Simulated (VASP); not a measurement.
**TaN: electric field gradients with LDA**

TaN:

```
Ta N
1.0
     5.16766    0.00000    0.00000
    -2.58383    4.47532    0.00000
     0.00000    0.00000    2.89827
Ta N
3 3
Direct
  0.00000 0.00000 0.00000
  0.33333 0.66667 0.50000
  0.66667 0.33333 0.50000
  0.50000 0.00000 0.00000
  0.50000 0.50000 0.00000
  0.00000 0.50000 0.00000
```

- Program: VASP 6.6.1
- Task: electric field gradients
- Functional: LDA
- Potentials or basis: VASP PAW LDA potentials, release 64 (Ta_pv, N)
- Cutoff: 520 eV
- k mesh: 5 × 5 × 8
- Occupations: fermi-dirac, width 0.03 eV
- Spin: no spin polarisation
- Dipole correction: no
- Further INCAR settings: ALGO = Normal; EDIFF = 1e-08; NBANDS = 33

```yaml
Pressure: 0.3 GPa
Band_gap_on_the_k_mesh: zero (bands 24 and 25 overlap by 2.19 eV)
Largest_electric_field_gradient_by_atom: Ta -342.0, -380.6 (each value once); N +33.6 V/Å²
```

Stress tensor (GPa, compression positive):
```
 0.60  0.00  0.00
 0.00  0.60  0.00
 0.00  0.00 -0.19
```

Levels at points of the mesh, in eV from the Fermi level:
```csv
k point,band 22,band 23,band 24,band 25,band 26,band 27
"(0.00, 0.00, 0.00)",-2.54,-2.12,-1.34,-1.34,0.75,0.75
"(0.00, 0.00, 0.50)",-3.14,-1.95,0.85,0.85,1.50,1.78
```

Electric field gradients, principal values (V/Å²):
```csv
atom,least,middle,greatest (by size)
1 Ta,171.004,171.006,-342.011
2 Ta,190.313,190.314,-380.628
3 Ta,190.313,190.314,-380.628
4 N,-4.579,-29.069,33.648
5 N,-4.579,-29.070,33.650
6 N,-4.579,-29.069,33.648
```

Wall time 25 s on 1 thread of Intel(R) Xeon(R) Platinum 8559C (Emerald Rapids), on a shared host, peak memory 0.18 GiB.

Caveat: without QUAD_EFG the Cq values of the log hold for a quadrupole moment of 1 mb, not for the nuclei; spin-orbit coupling is left out, which moves the levels of the heavy elements.
